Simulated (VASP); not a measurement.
# Si (P-6m2) in VASP: further runs

The runs below take Si through single point, with r2SCAN.

Everything below comes from runs of VASP 6.6.1. Logs are shortened: lines on timing, memory, paths and dates and some standing lists are left out, and cuts for length are marked.

## 1. The cell of the first run

The structure is hexagonal, space group P-6m2 (No. 187). The conventional cell has a = 3.832 Å, b = 3.832 Å, c = 12.534 Å, α = 90.00°, β = 90.00°, γ = 120.00°. Si (site symmetry 3m) has 4 Si at 2.35 to 2.37 Å within 3.1 Å. Within 3.1 Å of Si (site symmetry 3m) lie 4 Si at 2.35 to 2.37 Å. Within 2.9 Å of Si (site symmetry 3m) lie 4 Si at 2.22 to 2.35 Å. Within 3.1 Å of Si (site symmetry 3m) lie 4 Si at 2.35 to 2.37 Å.

## 2. Single point, r2SCAN

Input file POSCAR:

```
Si
1.0
   -3.8319083606      0.0000000000      0.0000000000
   -1.9159541803     -3.3185299852      0.0000000000
    0.0000000000      0.0000000000     12.5336398318
Si
8
Direct
    0.3333333333      0.3333333333      0.6644028387
    0.3333333333      0.3333333333      0.1584189425
    0.6666666667      0.6666666667      0.9173947869
    0.6666666667      0.6666666667      0.4114108906
    0.3333333333      0.3333333333      0.8535488499
    0.3333333333      0.3333333333      0.3475649537
    0.6666666667      0.6666666667      0.0945730056
    0.6666666667      0.6666666667      0.6005569018
```

Input file INCAR.step1:

```
PREC = Accurate
ENCUT = 520
ISMEAR = 0
SIGMA = 0.05
LREAL = False
LASPH = True
NELM = 80
NBANDS = 26
GGA = PE
ALGO = Normal
EDIFF = 1E-4
LWAVE = True
LCHARG = False
```

Input file INCAR.step2:

```
PREC = Accurate
ENCUT = 520
EDIFF = 1E-7
ISMEAR = 0
SIGMA = 0.05
LREAL = False
LASPH = True
NELM = 80
ALGO = Normal
ISIF = 2
LWAVE = False
LCHARG = False
METAGGA = R2SCAN
LMIXTAU = True
NBANDS = 26
ISTART = 1
```

Input file KPOINTS:

```
Automatic mesh
0
Gamma
  8 8 2
```

Potentials or basis: VASP PAW PBE potentials, release 64 (Si).

On the command line:

```console
cat potpaw_PBE.64/Si/POTCAR > POTCAR
cp INCAR.step1 INCAR
mpirun -np 1 vasp_std > vasp.out
cp INCAR.step2 INCAR
mpirun -np 1 vasp_std > vasp.out
```

OUTCAR:

```text
PREC = Accurate
   ENCUT = 520
   EDIFF = 1E-7
   ISMEAR = 0
   LREAL = False
   LASPH = True
   NELM = 80
   ISIF = 2
   METAGGA = R2SCAN
   ISTART = 1

 ion  position               nearest neighbor table
   1  0.333  0.333  0.664-   8 2.35   8 2.35   8 2.35   5 2.37
   2  0.333  0.333  0.158-   7 2.35   7 2.35   7 2.35   6 2.37
   3  0.667  0.667  0.917-   7 2.22   5 2.35   5 2.35   5 2.35
   4  0.667  0.667  0.411-   6 2.35   6 2.35   6 2.35   8 2.37
   5  0.333  0.333  0.854-   3 2.35   3 2.35   3 2.35   1 2.37
   6  0.333  0.333  0.348-   4 2.35   4 2.35   4 2.35   2 2.37
   7  0.667  0.667  0.095-   3 2.22   2 2.35   2 2.35   2 2.35
   8  0.667  0.667  0.601-   1 2.35   1 2.35   1 2.35   4 2.37

  LATTYP: Found a hexagonal cell.
 ALAT       =     3.8319083606
 C/A-ratio  =     3.2708610573

  Lattice vectors:

 A1 = (   1.9159541803,   3.3185299852,   0.0000000000)
 A2 = (  -3.8319083606,   0.0000000000,   0.0000000000)
 A3 = (   0.0000000000,   0.0000000000,  12.5336398318)

Analysis of symmetry for initial positions (statically):
=====================================================================
 Subroutine PRICEL returns:
 Original cell was already a primitive cell.

 Routine SETGRP: Setting up the symmetry group for a
 hexagonal supercell.

 Subroutine GETGRP returns: Found 12 space group operations
 (whereof  6 operations were pure point group operations)
 out of a pool of 24 trial point group operations.

The static configuration has the point symmetry C_3v.
 The point group associated with its full space group is D_3h.

Analysis of symmetry for dynamics (positions and initial velocities):
=====================================================================
 Subroutine PRICEL returns:
 Original cell was already a primitive cell.

 Routine SETGRP: Setting up the symmetry group for a
 hexagonal supercell.

 Subroutine GETGRP returns: Found 12 space group operations
 (whereof  6 operations were pure point group operations)
 out of a pool of 24 trial point group operations.

The dynamic configuration has the point symmetry C_3v.
 The point group associated with its full space group is D_3h.

 Subroutine INISYM returns: Found 12 space group operations
 (whereof  6 operations are pure point group operations),
 and found     1 'primitive' translations

----------------------------------------------------------------------------------------

                                     Primitive cell

  volume of cell :     159.3816

  direct lattice vectors                    reciprocal lattice vectors
    -3.831908361  0.000000000  0.000000000    -0.260966575  0.150669122  0.000000000
    -1.915954180 -3.318529985  0.000000000     0.000000000 -0.301338244  0.000000000
     0.000000000  0.000000000 12.533639832     0.000000000  0.000000000  0.079785283

  length of vectors
     3.831908361  3.831908361 12.533639832     0.301338244  0.301338244  0.079785283

  position of ions in fractional coordinates (direct lattice)
     0.333333333  0.333333333  0.664402839
     0.333333333  0.333333333  0.158418942
     0.666666667  0.666666667  0.917394787
     0.666666667  0.666666667  0.411410891
     0.333333333  0.333333333  0.853548850
     0.333333333  0.333333333  0.347564954
     0.666666667  0.666666667  0.094573006
     0.666666667  0.666666667  0.600556902

  ion indices of the primitive-cell ions
   primitive index   ion index
                 1           1
                 2           2
                 3           3
                 4           4
                 5           5
                 6           6
                 7           7
                 8           8

----------------------------------------------------------------------------------------

 KPOINTS: Automatic mesh

Automatic generation of k-mesh.
 Grid dimensions read from file:
 generate k-points for:    8    8    2

 Generating k-lattice:

  Cartesian coordinates                     Fractional coordinates (reciprocal lattice)
    -0.032620822  0.018833640  0.000000000     0.125000000  0.000000000  0.000000000
     0.000000000 -0.037667281  0.000000000     0.000000000  0.125000000  0.000000000
     0.000000000  0.000000000  0.039892641     0.000000000  0.000000000  0.500000000

  Length of vectors
     0.037667281  0.037667281  0.039892641

  Shift w.r.t. Gamma in fractional coordinates (k-lattice)
     0.000000000  0.000000000  0.000000000

 Subroutine IBZKPT returns following result:
 ===========================================

 Found     20 irreducible k-points:

 Following reciprocal coordinates:
            Coordinates               Weight
  0.000000  0.000000  0.000000      1.000000
  0.125000 -0.000000  0.000000      6.000000
  0.250000 -0.000000  0.000000      6.000000
  0.375000 -0.000000  0.000000      6.000000
  0.500000 -0.000000  0.000000      3.000000
  0.250000  0.125000  0.000000      6.000000
[... 12 lines left out ...]
  0.500000  0.250000  0.500000      6.000000
 -0.375000  0.250000  0.500000      6.000000
   k-points           NKPTS =     20   k-points in BZ     NKDIM =     20   number of bands    NBANDS=     26
   number of dos      NEDOS =    301   number of ions     NIONS =      8
   total plane-waves  NPLWV =  75264
   dimension x,y,z NGX =    28 NGY =   28 NGZ =   96
   dimension x,y,z NGXF=    56 NGYF=   56 NGZF=  192
   ions per type =               8
   NGX,Y,Z   is equivalent  to a cutoff of  12.15, 12.15, 12.73 a.u.
   NGXF,Y,Z  is equivalent  to a cutoff of  24.30, 24.30, 25.47 a.u.
 SYSTEM =  unknown system
   PREC   = accura    normal or accurate (medium, high low for compatibility)
   ISTART =      1    job   : 0-new  1-cont  2-samecut
   ICHARG =      0    charge: 1-file 2-atom 10-const
   ISPIN  =      1    spin polarized calculation?
   LNONCOLLINEAR =      F non collinear calculations
   LSORBIT =      F    spin-orbit coupling
   LASPH  =      T    aspherical Exc in radial PAW
   ENCUT  =  520.0 eV  38.22 Ry    6.18 a.u.   7.12  7.12 23.30*2*pi/ulx,y,z
   NELM   =     80;   NELMIN=  2; NELMDL=  0     # of ELM steps
   EDIFF  = 0.1E-06   stopping-criterion for ELM
   LREAL  =      F    real-space projection
   EDIFFG = 0.1E-05   stopping-criterion for IOM
   NSW    =      0    number of steps for IOM
   IBRION =     -1    ionic relax: 0-MD 1-quasi-New 2-CG
   NFREE  =      0    steps in history (QN), initial steepest desc. (CG)
   ISIF   =      2    stress and relaxation
   ISYM   =      2    0-nonsym 1-usesym 2-fastsym
   POTIM  = 0.5000    time-step for ionic-motion
   TEBEG  =    0.0;   TEEND  =   0.0 temperature during run
   PSTRESS=    0.0 pullay stress
   NELECT =      32.0000    total number of electrons
   NUPDOWN=      -1.0000    fix difference up-down
   EMIN   =  10.00;   EMAX   =-10.00  energy-range for DOS
   EFERMI =   0.00;   METHOD = LEGACY
   ISMEAR =     0;   SIGMA  =   0.05  broadening in eV -4-tet -1-fermi 0-gaus
   EFERMI_NEDOS =   21; number of points for ismear=-14 and -15
   IALGO  =     38    algorithm
   IMIX   =      4    mixing-type and parameters
     AMIX     =   0.40;   BMIX     =  1.00
     AMIX_MAG =   1.60;   BMIX_MAG =  1.00
  volume/ion in A,a.u.               =      19.92       134.44
  Fermi-wavevector in a.u.,A,eV,Ry     =   0.958618  1.811525 12.503046  0.918948
  Thomas-Fermi vector in A             =   2.087741
   LORBIT       =      0    0 simple, 1 ext, 2 COOP (PROOUT), +10 PAW based schemes
   METAGGA = R2SCAN    functional components
   LHFCALC =     F    Hartree Fock is set to
   AEXX    =    0.0000 exact exchange contribution
   IVDW    =     0    specifies the selected vdW correction
   LEPSILON=     F    determine dielectric tensor
   LRPA    =     F    only Hartree local field effects (RPA)
 non-spin polarized calculation
 Gauss-broadening in eV      SIGMA  =   0.05
  energy-cutoff  :      520.00
  volume of cell :      159.38
 maximum number of plane-waves:      4324
   NGX = 15   NGY = 15   NGZ = 47

 number of electron      31.9999998 magnetization

 Free energy of the ion-electron system (eV)
  ---------------------------------------------------
  ext. energy  EPLUGINS =         0.00000000
  ---------------------------------------------------
  free energy    TOTEN  =       -69.97274107 eV

  energy without entropy =      -69.97274107  energy(sigma->0) =      -69.97274107

 E-fermi :   6.3677     XC(G=0):  -9.8688

 val. band max:        6.0996078669   @ k =   0.0000   0.0000   0.0000
 cond. band min:       6.6076023489   @ k =   0.5000  -0.0000   0.0000
 fundamental gap:      0.5079944820
 Fermi energy:         6.3676609918

 k-point     1 :       0.0000    0.0000    0.0000
  band No.  band energies     occupation
      1      -6.8183      2.00000
      2      -6.0026      2.00000
      3      -5.8504      2.00000
      4      -4.2593      2.00000
      5      -1.5857      2.00000
      6       1.5622      2.00000
[... 18 lines left out ...]
     25       9.3031      0.00000
     26       9.3031      0.00000

 k-point     2 :       0.1250   -0.0000    0.0000
  band No.  band energies     occupation
      1      -6.6282      2.00000
      2      -5.8142      2.00000
      3      -5.6610      2.00000
      4      -4.0636      2.00000
      5      -1.4934      2.00000
      6       1.5340      2.00000
[... 18 lines left out ...]
     25       9.8367      0.00000
     26       9.9723      0.00000

 k-point     3 :       0.2500   -0.0000    0.0000
  band No.  band energies     occupation
      1      -6.0709      2.00000
      2      -5.2641      2.00000
      3      -5.1076      2.00000
      4      -3.4870      2.00000
      5      -1.4080      2.00000
      6       0.8044      2.00000
[... 456 lines left out ...]
 k-point    19 :       0.5000    0.2500    0.5000
  band No.  band energies     occupation
      1      -4.6009      2.00000
      2      -4.3664      2.00000
      3      -3.1132      2.00000
      4      -2.9480      2.00000
      5      -1.7159      2.00000
      6      -1.5409      2.00000
[... 18 lines left out ...]
     25      10.6797      0.00000
     26      10.8366      0.00000

 k-point    20 :      -0.3750    0.2500    0.5000
  band No.  band energies     occupation
      1      -3.9108      2.00000
      2      -3.6419      2.00000
      3      -3.1482      2.00000
      4      -2.9546      2.00000
      5      -1.6618      2.00000
      6      -1.5484      2.00000
[... 18 lines left out ...]
     25      11.6970      0.00000
     26      11.8042      0.00000

------------------------ aborting loop because EDIFF is reached ----------------------------------------

  FORCE on cell =-STRESS in cart. coord.  units (eV):
  Direction    XX          YY          ZZ          XY          YZ          ZX
  --------------------------------------------------------------------------------------
  -------------------------------------------------------------------------------------
  Total       -0.1856101     -0.1856101      4.0286246      0.0000000      0.0000000      0.0000000
  in kB       -1.8658391     -1.8658391     40.4976018      0.0000000      0.0000000      0.0000000
  external PRESSURE =      12.2553079 kB  Pullay stress =       0.0000000 kB

 VOLUME and BASIS-vectors are now :
 -----------------------------------------------------------------------------
  energy-cutoff  :      520.00
  volume of cell :      159.38
      direct lattice vectors                 reciprocal lattice vectors
    -3.831908361  0.000000000  0.000000000    -0.260966575  0.150669122  0.000000000
    -1.915954180 -3.318529985  0.000000000     0.000000000 -0.301338244  0.000000000
     0.000000000  0.000000000 12.533639832     0.000000000  0.000000000  0.079785283

 POSITION                                       TOTAL-FORCE (eV/Angst)
 -----------------------------------------------------------------------------------
     -1.91595     -1.10618      8.32739         0.000000      0.000000     -0.002082
     -1.91595     -1.10618      1.98557         0.000000     -0.000000      0.189046
     -3.83191     -2.21235     11.49830        -0.000000     -0.000000     -1.605785
     -3.83191     -2.21235      5.15648         0.000000      0.000000     -0.002945
     -1.91595     -1.10618     10.69807         0.000000      0.000000     -0.189046
     -1.91595     -1.10618      4.35625         0.000000      0.000000      0.002082
     -3.83191     -2.21235      1.18534        -0.000000     -0.000000      1.605785
     -3.83191     -2.21235      7.52716         0.000000      0.000000      0.002945
 -----------------------------------------------------------------------------------
    total drift:                                0.000001      0.000000      0.000612

  FREE ENERGIE OF THE ION-ELECTRON SYSTEM (eV)
  ---------------------------------------------------
  free  energy   TOTEN  =       -69.9727410702 eV

  energy  without entropy=      -69.9727410702  energy(sigma->0) =      -69.97274107
```

It took 3.8 min on 1 thread of Intel Xeon 6975P-C, shared host; peak memory 0.3 GiB.

What came out:

| Quantity | Value |
| --- | --- |
| Free energy | -69.9727 eV |
| Pressure | 1.2 GPa |
| Largest force | 1.606 eV/Å |
| Band gap on the k mesh | 0.51 eV |

Forces on the atoms (eV/Å):
```
Si   0.000  0.000 -0.002
Si   0.000  0.000  0.189
Si   0.000  0.000 -1.606
Si   0.000  0.000 -0.003
Si   0.000  0.000 -0.189
Si   0.000  0.000  0.002
Si   0.000  0.000  1.606
Si   0.000  0.000  0.003
```

Stress tensor (GPa, compression positive):
```
-0.19  0.00  0.00
 0.00 -0.19  0.00
 0.00  0.00  4.05
```

Levels at points of the mesh, in eV from the valence-band top:
| k point | band 12 | band 13 | band 14 | band 15 | band 16 | band 17 | band 18 | band 19 | band 20 | band 21 |
| --- | --- | --- | --- | --- | --- | --- | --- | --- | --- | --- |
| (0.00, 0.00, 0.00) | -0.99 | -0.99 | -0.47 | 0.00 | 0.00 | 1.24 | 2.00 | 2.04 | 2.04 | 2.15 |
| (0.50, 0.00, 0.00) | -2.70 | -2.68 | -2.57 | -2.54 | -1.52 | 0.51 | 1.05 | 1.18 | 1.81 | 2.00 |
| (0.00, 0.00, 0.50) | -1.47 | -0.43 | -0.43 | -0.35 | -0.35 | 1.36 | 1.56 | 2.31 | 2.31 | 2.49 |
| (0.50, 0.00, 0.50) | -3.07 | -2.63 | -2.46 | -1.97 | -1.88 | 0.66 | 0.81 | 1.32 | 1.48 | 2.62 |

Caveat: the PAW data sets were made with another functional, which shifts forces and pressure a little. A k mesh can miss the band edges.

## 3. Single point, r2SCAN

This run uses another cell than the first one, of 20.56 Å³/atom, 1.032 times its volume.

Input file POSCAR:

```
Si
1.0
   -3.8319083606      0.0000000000      0.0000000000
   -1.9159541803     -3.3185299852      0.0000000000
    0.0000000000      0.0000000000     12.9336398318
Si
8
Direct
    0.3333333333      0.3333333333      0.6438547843
    0.3333333333      0.3333333333      0.1535195037
    0.6666666667      0.6666666667      0.8890224246
    0.6666666667      0.6666666667      0.3986871440
    0.3333333333      0.3333333333      0.8271510575
    0.3333333333      0.3333333333      0.3368157769
    0.6666666667      0.6666666667      0.0916481366
    0.6666666667      0.6666666667      0.5819834172
```

Input file INCAR.step1:

```
ALGO = Normal ; EDIFF = 1E-4
ENCUT = 520 ; GGA = PE
ISMEAR = 0 ; LASPH = True
LCHARG = False ; LREAL = False
LWAVE = True ; NBANDS = 26
NELM = 60 ; PREC = Accurate
SIGMA = 0.05
```

Input file INCAR.step2:

```
ALGO = Normal ; EDIFF = 1E-7
ENCUT = 520 ; ISIF = 2
ISMEAR = 0 ; ISTART = 1
LASPH = True ; LCHARG = False
LMIXTAU = True ; LREAL = False
LWAVE = False ; METAGGA = R2SCAN
NBANDS = 26 ; NELM = 60
PREC = Accurate ; SIGMA = 0.05
```

Input file KPOINTS:

```
k-points
0
Gamma
  8 8 2
```

Potentials or basis: VASP PAW PBE potentials, release 64 (Si).

On the command line:

```console
cat potpaw_PBE.64/Si/POTCAR > POTCAR
cp INCAR.step1 INCAR
mpirun -np 1 vasp_std > vasp.out
cp INCAR.step2 INCAR
mpirun -np 1 vasp_std > vasp.out
```

It took 4 min on 1 thread of Intel Xeon 6975P-C, shared host; peak memory 0.3 GiB.

The run converged. Its results:

- Free energy: -69.8837 eV
- Pressure: -1.5 GPa
- Largest force: 1.151 eV/Å
- Band gap on the k mesh: 0.74 eV

Forces in eV/Å, atoms in the order of the input:
```
Si   0.000  0.000 -0.022
Si   0.000  0.000 -0.243
Si   0.000  0.000  1.151
Si   0.000  0.000 -0.012
Si   0.000  0.000  0.243
Si   0.000  0.000  0.022
Si   0.000  0.000 -1.151
Si   0.000  0.000  0.012
```

Stress tensor (GPa, compression positive):
```
-0.21  0.00  0.00
 0.00 -0.21  0.00
 0.00  0.00 -4.11
```

Levels at points of the mesh, in eV from the valence-band top:
| k point | band 12 | band 13 | band 14 | band 15 | band 16 | band 17 | band 18 | band 19 | band 20 | band 21 |
| --- | --- | --- | --- | --- | --- | --- | --- | --- | --- | --- |
| (0.00, 0.00, 0.00) | -0.78 | -0.78 | -0.28 | 0.00 | 0.00 | 1.52 | 2.04 | 2.27 | 2.33 | 2.33 |
| (0.50, 0.00, 0.00) | -2.64 | -2.53 | -2.36 | -2.33 | -1.53 | 0.74 | 1.06 | 1.30 | 1.74 | 2.05 |
| (0.00, 0.00, 0.50) | -1.22 | -0.37 | -0.37 | -0.25 | -0.25 | 1.61 | 1.85 | 2.53 | 2.53 | 2.63 |
| (0.50, 0.00, 0.50) | -2.83 | -2.48 | -2.19 | -1.91 | -1.79 | 0.87 | 1.03 | 1.24 | 1.58 | 2.51 |

Caveat: the PAW data sets were made with another functional, which shifts forces and pressure a little.
